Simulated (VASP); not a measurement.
Ge, 2 atoms in the cell. It takes space group I4_1/amd (No. 141, tetragonal). The conventional cell has a = 4.324 Å, b = 4.324 Å, c = 2.378 Å, α = 90.00°, β = 90.00°, γ = 90.00°. Within 3.0 Å of Ge (site symmetry -4m2) lie 10 Ge at 2.24 to 2.80 Å. 

| Property | Result |
| --- | --- |
| Program | VASP 6.6.1 |
| Task | relaxation of cell and atoms |
| Functional | PBEsol |
| Potentials or basis | VASP PAW PBE potentials, release 64 (Ge_d) |
| Cutoff | 600 eV |
| k mesh | 18 × 18 × 18 |
| Occupations | fermi-dirac, width 0.08 eV |
| Spin | no spin polarisation |
| Target pressure | 120 GPa |
| Dipole correction | no |
| Further INCAR settings | ALGO = Normal; EDIFF = 1e-06; IBRION = 2; EDIFFG = -0.005; NSW = 60; ISIF = 3 |

Potentials or basis: VASP PAW PBE potentials, release 64 (Ge_d).

Launch:

```sh
$ cat potpaw_PBE.64/Ge_d/POTCAR > POTCAR
$ mpirun -np 1 vasp_std > vasp.out
```

Hardware: 1 thread of Intel(R) Xeon(R) Platinum 8259CL CPU @ 2.50GHz (Skylake/Cascade Lake), on a shared host.

**Question.** Estimate the wall time of this run.

**Answer.** It took 21 min on 1 thread of Intel(R) Xeon(R) Platinum 8259CL CPU @ 2.50GHz (Skylake/Cascade Lake), with other jobs on the host, peak memory 0.33 GiB. Counts: scf iterations 81, k points 480, ion steps 18.
